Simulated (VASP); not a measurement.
# AlN (P6_3mc) in VASP: settings compared

The runs below take AlN through single point, with PBE-based screened hybrid with 10 % exact exchange, PBE-based screened hybrid with 15 % exact exchange.

All numbers are computed with VASP 6.6.1; they aren't measurements. Logs are shortened: lines on timing, memory, paths and dates and some standing lists are left out, and cuts for length are marked.

### 1 The cell of the first run

Symmetry: P6_3mc, No. 186, hexagonal system. The conventional cell has a = 3.113 Å, b = 3.113 Å, c = 4.981 Å, α = 90.00°, β = 90.00°, γ = 120.00°. Al (site symmetry 3m) has 4 N at 1.89 Å within 2.5 Å. N (site symmetry 3m) has 4 Al at 1.89 Å within 2.5 Å.

### 2 Single point, PBE-based screened hybrid with 10 % exact exchange

POSCAR

```
AlN
1.0
    3.1130000000      0.0000000000      0.0000000000
   -1.5565000000      2.6959370820      0.0000000000
    0.0000000000      0.0000000000      4.9810000000
Al N
2 2
Direct
    0.6666666667      0.3333333333      0.5000000000
    0.3333333333      0.6666666667      0.0000000000
    0.6666666667      0.3333333333      0.8800000000
    0.3333333333      0.6666666667      0.3800000000
```

INCAR.step1

```
PREC = Accurate
ENCUT = 520
EDIFF = 1E-5
ISMEAR = -1
SIGMA = 0.05
LREAL = F
LASPH = T
NELM = 80
ALGO = Normal
ISIF = 2
LWAVE = T
GGA = PE
NBANDS = 16
```

INCAR.step2

```
PREC = Accurate
ENCUT = 520
EDIFF = 1E-6
ISMEAR = -1
SIGMA = 0.05
LREAL = F
LASPH = T
NELM = 80
ALGO = Normal
ISIF = 2
LWAVE = F
LCHARG = T
GGA = PE
LHFCALC = T
AEXX = 0.1
HFSCREEN = 0.2078699
PRECFOCK = Normal
LELF = T
LVHAR = T
ISTART = 1
NBANDS = 16
```

KPOINTS

```
Automatic mesh
0
Gamma
  6 6 3
```

Potentials or basis: VASP PAW PBE potentials, release 64 (Al, N).

Run with:

```sh
$ cat potpaw_PBE.64/Al/POTCAR potpaw_PBE.64/N/POTCAR > POTCAR
$ cp INCAR.step1 INCAR
$ mpirun -np 1 vasp_std > vasp.out
$ cp INCAR.step2 INCAR
$ mpirun -np 1 vasp_std > vasp.out
```

OUTCAR:

```text
PREC = Accurate
   ENCUT = 520
   EDIFF = 1E-6
   ISMEAR = -1
   LREAL = F
   LASPH = T
   NELM = 80
   ISIF = 2
   GGA = PE
   LHFCALC = T
   AEXX = 0.1
   HFSCREEN = 0.2078699
   PRECFOCK = Normal
   ISTART = 1

 ion  position               nearest neighbor table
   1  0.667  0.333  0.500-   3 1.89   4 1.89   4 1.89   4 1.89   2 3.07   2 3.07   2 3.07   2 3.07
                             2 3.07   2 3.07
   2  0.333  0.667  0.000-   4 1.89   3 1.89   3 1.89   3 1.89   1 3.07   1 3.07   1 3.07   1 3.07
                             1 3.07   1 3.07
   3  0.667  0.333  0.880-   1 1.89   2 1.89   2 1.89   2 1.89
   4  0.333  0.667  0.380-   2 1.89   1 1.89   1 1.89   1 1.89

  LATTYP: Found a hexagonal cell.
 ALAT       =     3.1130000000
 C/A-ratio  =     1.6000642467

  Lattice vectors:

 A1 = (   3.1130000000,   0.0000000000,   0.0000000000)
 A2 = (  -1.5565000000,   2.6959370820,   0.0000000000)
 A3 = (   0.0000000000,   0.0000000000,   4.9810000000)

Analysis of symmetry for initial positions (statically):
=====================================================================
 Subroutine PRICEL returns:
 Original cell was already a primitive cell.

 Routine SETGRP: Setting up the symmetry group for a
 hexagonal supercell.

 Subroutine GETGRP returns: Found 12 space group operations
 (whereof  6 operations were pure point group operations)
 out of a pool of 24 trial point group operations.

The static configuration has the point symmetry C_3v.
 The point group associated with its full space group is C_6v.

Analysis of symmetry for dynamics (positions and initial velocities):
=====================================================================
 Subroutine PRICEL returns:
 Original cell was already a primitive cell.

 Routine SETGRP: Setting up the symmetry group for a
 hexagonal supercell.

 Subroutine GETGRP returns: Found 12 space group operations
 (whereof  6 operations were pure point group operations)
 out of a pool of 24 trial point group operations.

The dynamic configuration has the point symmetry C_3v.
 The point group associated with its full space group is C_6v.

 Subroutine INISYM returns: Found 12 space group operations
 (whereof  6 operations are pure point group operations),
 and found     1 'primitive' translations

----------------------------------------------------------------------------------------

                                     Primitive cell

  volume of cell :      41.8028

  direct lattice vectors                    reciprocal lattice vectors
     3.113000000  0.000000000  0.000000000     0.321233537  0.185464269  0.000000000
    -1.556500000  2.695937082  0.000000000     0.000000000  0.370928538  0.000000000
     0.000000000  0.000000000  4.981000000     0.000000000  0.000000000  0.200762899

  length of vectors
     3.113000000  3.113000000  4.981000000     0.370928538  0.370928538  0.200762899

  position of ions in fractional coordinates (direct lattice)
     0.666666667  0.333333333  0.500000000
     0.333333333  0.666666667  0.000000000
     0.666666667  0.333333333  0.880000000
     0.333333333  0.666666667  0.380000000

  ion indices of the primitive-cell ions
   primitive index   ion index
                 1           1
                 2           2
                 3           3
                 4           4

----------------------------------------------------------------------------------------

 KPOINTS: Automatic mesh

Automatic generation of k-mesh.
 Grid dimensions read from file:
 generate k-points for:    6    6    3

 Generating k-lattice:

  Cartesian coordinates                     Fractional coordinates (reciprocal lattice)
     0.053538923  0.030910711  0.000000000     0.166666667  0.000000000  0.000000000
     0.000000000  0.061821423  0.000000000     0.000000000  0.166666667  0.000000000
     0.000000000  0.000000000  0.066920966     0.000000000  0.000000000  0.333333333

  Length of vectors
     0.061821423  0.061821423  0.066920966

  Shift w.r.t. Gamma in fractional coordinates (k-lattice)
     0.000000000  0.000000000  0.000000000

 Subroutine IBZKPT returns following result:
 ===========================================

 Found     14 irreducible k-points:

 Following reciprocal coordinates:
            Coordinates               Weight
  0.000000  0.000000  0.000000      1.000000
  0.166667  0.000000  0.000000      6.000000
  0.333333  0.000000  0.000000      6.000000
  0.500000  0.000000  0.000000      3.000000
  0.166667  0.166667  0.000000      6.000000
  0.333333  0.166667  0.000000     12.000000
  0.333333  0.333333  0.000000      2.000000
  0.000000  0.000000  0.333333      2.000000
  0.166667  0.000000  0.333333     12.000000
  0.333333  0.000000  0.333333     12.000000
  0.500000  0.000000  0.333333      6.000000
  0.166667  0.166667  0.333333     12.000000
  0.333333  0.166667  0.333333     24.000000
  0.333333  0.333333  0.333333      4.000000
   k-points           NKPTS =     14   k-points in BZ     NKDIM =    108   number of bands    NBANDS=     16
   number of dos      NEDOS =    301   number of ions     NIONS =      4
   total plane-waves  NPLWV =  23040
   dimension x,y,z NGX =    24 NGY =   24 NGZ =   40
   dimension x,y,z NGXF=    48 NGYF=   48 NGZF=   80
   ions per type =               2   2
   NGX,Y,Z   is equivalent  to a cutoff of  12.82, 12.82, 13.35 a.u.
   NGXF,Y,Z  is equivalent  to a cutoff of  25.63, 25.63, 26.70 a.u.
 SYSTEM =  unknown system
   PREC   = accura    normal or accurate (medium, high low for compatibility)
   ISTART =      1    job   : 0-new  1-cont  2-samecut
   ICHARG =      0    charge: 1-file 2-atom 10-const
   ISPIN  =      1    spin polarized calculation?
   LNONCOLLINEAR =      F non collinear calculations
   LSORBIT =      F    spin-orbit coupling
   LASPH  =      T    aspherical Exc in radial PAW
   ENCUT  =  520.0 eV  38.22 Ry    6.18 a.u.   5.79  5.79  9.26*2*pi/ulx,y,z
   NELM   =     80;   NELMIN=  2; NELMDL=  0     # of ELM steps
   EDIFF  = 0.1E-05   stopping-criterion for ELM
   LREAL  =      F    real-space projection
   EDIFFG = 0.1E-04   stopping-criterion for IOM
   NSW    =      0    number of steps for IOM
   IBRION =     -1    ionic relax: 0-MD 1-quasi-New 2-CG
   NFREE  =      0    steps in history (QN), initial steepest desc. (CG)
   ISIF   =      2    stress and relaxation
   ISYM   =      3    0-nonsym 1-usesym 2-fastsym
   POTIM  = 0.5000    time-step for ionic-motion
   TEBEG  =    0.0;   TEEND  =   0.0 temperature during run
   PSTRESS=    0.0 pullay stress
   NELECT =      16.0000    total number of electrons
   NUPDOWN=      -1.0000    fix difference up-down
   EMIN   =  10.00;   EMAX   =-10.00  energy-range for DOS
   EFERMI =   0.00;   METHOD = LEGACY
   ISMEAR =    -1;   SIGMA  =   0.05  broadening in eV -4-tet -1-fermi 0-gaus
   EFERMI_NEDOS =   21; number of points for ismear=-14 and -15
   IALGO  =     38    algorithm
   IMIX   =      1    mixing-type and parameters
     AMIX     =   0.40;   BMIX     =  1.00
     AMIX_MAG =   1.60;   BMIX_MAG =  1.00
  volume/ion in A,a.u.               =      10.45        70.52
  Fermi-wavevector in a.u.,A,eV,Ry     =   1.188629  2.246183 19.222843  1.412839
  Thomas-Fermi vector in A             =   2.324754
   LORBIT       =      0    0 simple, 1 ext, 2 COOP (PROOUT), +10 PAW based schemes
   GGA     = PE    functional components
   LHFCALC =     T    Hartree Fock is set to
   PRECFOCK=normal    Normal, Fast or Accurate (Low or Medium for compatibility)
   ENCUT4O =  -1.0   cutoff for four orbital integrals eV
   NKREDX  =     1    reduce k-point grid by
   NKREDY  =     1    reduce k-point grid by
   NKREDZ  =     1    reduce k-point grid by
   AEXX    =    0.1000 exact exchange contribution
   HFSCREEN=    0.2079 screening length (either q_TF or 0.3 A-1)
   HFSCREENC=   0.2079 screening length for correlation (either q_TF or 0.3 A-1)
   ENCUTFOCK=  -1.0 apply spherical cutoff to Coloumb kernel
   IVDW    =     0    specifies the selected vdW correction
   LEPSILON=     F    determine dielectric tensor
   LRPA    =     F    only Hartree local field effects (RPA)
 non-spin polarized calculation
  energy-cutoff  :      520.00
  volume of cell :       41.80
 maximum number of plane-waves:      1152
 NGX is ok and might be reduce to    24
  NGX = 18; NGY = 18; NGZ = 28

 number of electron      15.9999997 magnetization

 Free energy of the ion-electron system (eV)
  ---------------------------------------------------
  ext. energy  EPLUGINS =         0.00000000
  ---------------------------------------------------
  free energy    TOTEN  =       -31.78942357 eV

  energy without entropy =      -31.78942357  energy(sigma->0) =      -31.78942357

 E-fermi :   6.8136     XC(G=0): -10.1399

 val. band max:        5.7642089227   @ k =   0.0000   0.0000   0.0000
 cond. band min:      10.5189291869   @ k =   0.0000   0.0000   0.0000
 fundamental gap:      4.7547202642
 Fermi energy:         6.8135529735

 k-point     1 :       0.0000    0.0000    0.0000
  band No.  band energies     occupation
      1     -10.0023      2.00000
      2      -7.7970      2.00000
      3      -0.4171      2.00000
      4       4.8968      2.00000
      5       4.8968      2.00000
      6       5.5792      2.00000
[... 8 lines left out ...]
     15      19.6216      0.00000
     16      19.6216      0.00000

 k-point     2 :       0.1667    0.0000    0.0000
  band No.  band energies     occupation
      1      -9.6464      2.00000
      2      -7.6053      2.00000
      3       0.0142      2.00000
      4       3.4389      2.00000
      5       4.2590      2.00000
      6       4.4900      2.00000
[... 8 lines left out ...]
     15      18.8539      0.00000
     16      19.2416      0.00000

 k-point     3 :       0.3333    0.0000    0.0000
  band No.  band energies     occupation
      1      -8.7285      2.00000
      2      -7.2665      2.00000
      3       1.1345      2.00000
      4       1.2088      2.00000
      5       2.3629      2.00000
      6       3.8762      2.00000
[... 8 lines left out ...]
     15      18.6084      0.00000
     16      20.9394      0.00000
[... 172 lines left out ...]
 k-point    13 :       0.3333    0.1667    0.3333
  band No.  band energies     occupation
      1      -7.8430      2.00000
      2      -7.4120      2.00000
      3       0.3587      2.00000
      4       0.8322      2.00000
      5       2.6986      2.00000
      6       3.5379      2.00000
[... 8 lines left out ...]
     15      19.3863      0.00000
     16      20.8830      0.00000

 k-point    14 :       0.3333    0.3333    0.3333
  band No.  band energies     occupation
      1      -7.4071      2.00000
      2      -7.4071      2.00000
      3       0.9728      2.00000
      4       0.9728      2.00000
      5       1.2800      2.00000
      6       2.4465      2.00000
[... 8 lines left out ...]
     15      19.6856      0.00000
     16      21.7655      0.00000

------------------------ aborting loop because EDIFF is reached ----------------------------------------

  FORCE on cell =-STRESS in cart. coord.  units (eV):
  Direction    XX          YY          ZZ          XY          YZ          ZX
  --------------------------------------------------------------------------------------
  -------------------------------------------------------------------------------------
  Total        0.2127493      0.2127493      0.6416829      0.0000000      0.0000000     -0.0000000
  in kB        8.1540477      8.1540477     24.5937987      0.0000000      0.0000000     -0.0000000
  external PRESSURE =      13.6339647 kB  Pullay stress =       0.0000000 kB

 VOLUME and BASIS-vectors are now :
 -----------------------------------------------------------------------------
  energy-cutoff  :      520.00
  volume of cell :       41.80
      direct lattice vectors                 reciprocal lattice vectors
     3.113000000  0.000000000  0.000000000     0.321233537  0.185464269  0.000000000
    -1.556500000  2.695937082  0.000000000     0.000000000  0.370928538  0.000000000
     0.000000000  0.000000000  4.981000000     0.000000000  0.000000000  0.200762899

 POSITION                                       TOTAL-FORCE (eV/Angst)
 -----------------------------------------------------------------------------------
      1.55650      0.89865      2.49050         0.000000      0.000000     -0.128332
     -0.00000      1.79729      0.00000        -0.000000     -0.000000     -0.128332
      1.55650      0.89865      4.38328        -0.000000      0.000000      0.128332
     -0.00000      1.79729      1.89278         0.000000     -0.000000      0.128332
 -----------------------------------------------------------------------------------
    total drift:                               -0.000000     -0.000000      0.000341

  FREE ENERGIE OF THE ION-ELECTRON SYSTEM (eV)
  ---------------------------------------------------
  free  energy   TOTEN  =       -31.7894235721 eV

  energy  without entropy=      -31.7894235721  energy(sigma->0) =      -31.78942357
```

It took 9.3 min on 1 thread of Intel Xeon Platinum 8488C (Sapphire Rapids), shared host; peak memory 0.25 GiB.

What came out:

```yaml
Free_energy: -31.7894 eV
Pressure: 1.4 GPa
Largest_force: 0.128 eV/Å
Band_gap_on_the_k_mesh: 4.75 eV
```

Forces in eV/Å, atoms in the order of the input:
```
Al   0.000  0.000 -0.128
Al   0.000  0.000 -0.128
N    0.000  0.000  0.128
N    0.000  0.000  0.128
```

Caveat: the k points lie up to 0.42 Å⁻¹ apart; the PAW data sets were made with another functional, which shifts forces and pressure a little.

### 3 Single point, PBE-based screened hybrid with 15 % exact exchange

POSCAR is that of step 2.

INCAR.step1

```
  PREC = Accurate
  ENCUT = 520
  EDIFF = 1E-5
  ISMEAR = -1
  SIGMA = 0.05
  LREAL = False
  LASPH = True
  NELM = 60
  ALGO = Normal
  ISIF = 2
  LWAVE = True
  LCHARG = False
  GGA = PE
  NBANDS = 16
```

INCAR.step2

```
  PREC = Accurate
  ENCUT = 520
  EDIFF = 1E-6
  ISMEAR = -1
  SIGMA = 0.05
  LREAL = False
  LASPH = True
  NELM = 60
  ALGO = Normal
  ISIF = 2
  LWAVE = False
  LCHARG = False
  GGA = PE
  LHFCALC = True
  AEXX = 0.15
  HFSCREEN = 0.2078699
  PRECFOCK = Normal
  ISTART = 1
  NBANDS = 16
```

KPOINTS is that of step 2.

Potentials or basis: VASP PAW PBE potentials, release 64 (Al, N).

Run with:

```sh
$ cat potpaw_PBE.64/Al/POTCAR potpaw_PBE.64/N/POTCAR > POTCAR
$ cp INCAR.step1 INCAR
$ mpirun -np 1 vasp_std > vasp.out
$ cp INCAR.step2 INCAR
$ mpirun -np 1 vasp_std > vasp.out
```

OUTCAR:

```text
PREC = Accurate
   ENCUT = 520
   EDIFF = 1E-6
   ISMEAR = -1
   LREAL = False
   LASPH = True
   NELM = 60
   ISIF = 2
   GGA = PE
   LHFCALC = True
   AEXX = 0.15
   HFSCREEN = 0.2078699
   PRECFOCK = Normal
   ISTART = 1

 ion  position               nearest neighbor table
   1  0.667  0.333  0.500-   3 1.89   4 1.89   4 1.89   4 1.89   2 3.07   2 3.07   2 3.07   2 3.07
                             2 3.07   2 3.07
   2  0.333  0.667  0.000-   4 1.89   3 1.89   3 1.89   3 1.89   1 3.07   1 3.07   1 3.07   1 3.07
[... 467 lines left out ...]
  Direction    XX          YY          ZZ          XY          YZ          ZX
  --------------------------------------------------------------------------------------
  -------------------------------------------------------------------------------------
  Total       -0.0567086     -0.0567086      0.3710531      0.0000000      0.0000000     -0.0000000
  in kB       -2.1734740     -2.1734740     14.2213646      0.0000000      0.0000000     -0.0000000
  external PRESSURE =       3.2914722 kB  Pullay stress =       0.0000000 kB

 VOLUME and BASIS-vectors are now :
 -----------------------------------------------------------------------------
  energy-cutoff  :      520.00
  volume of cell :       41.80
      direct lattice vectors                 reciprocal lattice vectors
     3.113000000  0.000000000  0.000000000     0.321233537  0.185464269  0.000000000
    -1.556500000  2.695937082  0.000000000     0.000000000  0.370928538  0.000000000
     0.000000000  0.000000000  4.981000000     0.000000000  0.000000000  0.200762899

 POSITION                                       TOTAL-FORCE (eV/Angst)
 -----------------------------------------------------------------------------------
      1.55650      0.89865      2.49050         0.000000      0.000000     -0.127983
     -0.00000      1.79729      0.00000        -0.000000      0.000000     -0.127983
      1.55650      0.89865      4.38328        -0.000000      0.000000      0.127983
     -0.00000      1.79729      1.89278         0.000000     -0.000000      0.127983
 -----------------------------------------------------------------------------------
    total drift:                               -0.000000     -0.000000      0.000307

  FREE ENERGIE OF THE ION-ELECTRON SYSTEM (eV)
  ---------------------------------------------------
  free  energy   TOTEN  =       -32.8137660137 eV

  energy  without entropy=      -32.8137660136  energy(sigma->0) =      -32.81376601
```

OUTCAR.step1:

```text
PREC = Accurate
   ENCUT = 520
   EDIFF = 1E-5
   ISMEAR = -1
   LREAL = False
   LASPH = True
[... 486 lines left out ...]
     -0.00000      1.79729      0.00000         0.000000     -0.000000     -0.128748
      1.55650      0.89865      4.38328        -0.000000      0.000000      0.128748
     -0.00000      1.79729      1.89278         0.000000     -0.000000      0.128748
 -----------------------------------------------------------------------------------
    total drift:                               -0.000000     -0.000000      0.000688

  FREE ENERGIE OF THE ION-ELECTRON SYSTEM (eV)
  ---------------------------------------------------
  free  energy   TOTEN  =       -29.7682725315 eV

  energy  without entropy=      -29.7682725314  energy(sigma->0) =      -29.76827253
```

Wall time 9 min (1 thread of Intel Xeon Platinum 8488C (Sapphire Rapids), shared host); peak memory 0.25 GiB.

Results:

| Item | Value |
| --- | --- |
| Free energy | -32.8138 eV |
| Pressure | 0.3 GPa |
| Largest force | 0.128 eV/Å |
| Band gap on the k mesh | 5.03 eV |

Forces in eV/Å, atoms in the order of the input:
```
Al   0.000  0.000 -0.128
Al   0.000  0.000 -0.128
N    0.000  0.000  0.128
N    0.000  0.000  0.128
```

Stress tensor (GPa, compression positive):
```
-0.22  0.00  0.00
 0.00 -0.22  0.00
 0.00  0.00  1.42
```

Levels at points of the mesh, in eV from the valence-band top:
| k point | band 6 | band 7 | band 8 | band 9 | band 10 | band 11 |
| --- | --- | --- | --- | --- | --- | --- |
| (0.00, 0.00, 0.00) | -0.19 | -0.19 | 0.00 | 5.03 | 7.54 | 11.72 |
| (0.50, 0.00, 0.00) | -2.19 | -1.84 | -0.70 | 6.63 | 6.63 | 9.12 |

Caveat: the k points lie up to 0.42 Å⁻¹ apart; the PAW data sets were made with another functional, which shifts forces and pressure a little.
